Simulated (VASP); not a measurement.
Write the native input for VASP 6.6.1 that does the following.

| Property | Result |
| --- | --- |
| Task | single point |
| Functional | LDA |
| Potentials or basis | VASP PAW LDA potentials, release 64 (Mg, Sb) |
| Cutoff | 600 eV |
| k mesh | 6 × 6 × 4 |
| Occupations | gaussian, width 0.01 eV |
| Spin | no spin polarisation |
| Dipole correction | no |
| Further INCAR settings | ALGO = Normal; EDIFF = 1e-06; NBANDS = 16 |

The structure of Mg3Sb2 lies in POSCAR:

```
Mg3Sb2
1.0
    4.5820000000      0.0000000000      0.0000000000
   -2.2910000000      3.9681280000      0.0000000000
    0.0000000000      0.0000000000      7.2440000000
Mg Sb
3 2
Direct
    0.3333333333      0.6666666667      0.6300000000
    0.6666666667      0.3333333333      0.3700000000
    0.0000000000      0.0000000000      0.0000000000
    0.3333333333      0.6666666667      0.2350000000
    0.6666666667      0.3333333333      0.7650000000
```

These files were run (other wordings do the same):

INCAR

```
SYSTEM = Mg3Sb2
ALGO = Normal ; EDIFF = 1E-6
ENCUT = 600 ; GGA_COMPAT = .FALSE.
ISIF = 2 ; ISMEAR = 0
LASPH = .TRUE. ; LCHARG = .FALSE.
LREAL = .FALSE. ; LWAVE = .FALSE.
NBANDS = 16 ; NELM = 120
PREC = Accurate ; SIGMA = 0.01
```

KPOINTS

```
k-points
0
G
  6 6 4
  0 0 0
```

Potentials or basis: VASP PAW LDA potentials, release 64 (Mg, Sb).

The run is started by

```bash
$ cat potpaw_LDA.64/Mg/POTCAR potpaw_LDA.64/Sb/POTCAR > POTCAR
$ mpirun -np 1 vasp_std > vasp.out
```

Results of the run:

The pressure is -2.0 GPa. The largest force is 0.369 eV/Å and the band gap on the k mesh is 0.24 eV (least direct gap 1.05 eV).

Caveat: spin-orbit coupling is left out, which moves the levels of the heavy elements.

Run time: 120 s on 1 thread of AMD EPYC 7571 (shared host), peak memory 0.23 GiB.
